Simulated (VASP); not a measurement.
# AlCo: single point with PBE

AlCo:

```
CELL_PARAMETERS angstrom
2.81940 0.00000 0.00000
0.00000 2.81940 0.00000
0.00000 0.00000 2.81940
ATOMIC_POSITIONS crystal
Al 0.00000 0.00000 0.00000
Co 0.50000 0.50000 0.50000
```

* Program: VASP 6.6.1
* Task: single point
* Functional: PBE
* Potentials or basis: VASP PAW PBE potentials, release 64 (Al, Co)
* Cutoff: 520 eV
* k mesh: 10 × 10 × 10
* Occupations: methfessel-paxton, width 0.3 eV
* Spin: collinear spin, ferromagnetic start
* Starting moments: [0.0, 1.8] μB

```
Pressure                                              : 6.5 GPa
Band gap on the k mesh                                : zero (filled and empty bands overlap)
Net moment                                            : 0.00 μB per cell
Valence electrons inside the program's atomic spheres : Al 0.84; Co 8.51
```

Levels at points of the mesh, in eV from the Fermi level:
Spin up:
```csv
k point,band 4,band 5,band 6,band 7,band 8,band 9
"(0.00, 0.00, 0.00)",-0.88,-0.88,-0.88,6.14,6.14,6.14
"(0.50, 0.00, 0.00)",-1.79,-1.79,-0.76,0.20,8.45,10.80
"(0.50, 0.50, 0.00)",-2.74,-1.58,-1.58,-0.25,2.53,3.65
"(0.50, 0.50, 0.50)",-0.21,-0.21,2.39,2.39,2.39,4.42
```
Spin down:
```
           k point  band 3  band 4  band 5  band 6  band 7  band 8  band 9  band 10
(0.00, 0.00, 0.00)   -3.10   -0.88   -0.88   -0.88    6.14    6.14    6.14     8.87
(0.50, 0.00, 0.00)   -2.48   -1.79   -1.79   -0.76    0.20    8.45   10.80    10.80
(0.50, 0.50, 0.00)   -2.74   -2.74   -1.58   -1.58   -0.25    2.53    3.65    13.13
(0.50, 0.50, 0.50)   -4.09   -0.21   -0.21    2.39    2.39    2.39    4.42     5.50
```

Wall time 16 s on 1 thread of Intel(R) Xeon(R) 6975P-C (Granite Rapids), on a shared host, peak memory 0.17 GiB.

Caveat: the starting moments collapsed, and a magnetic state may lie lower.
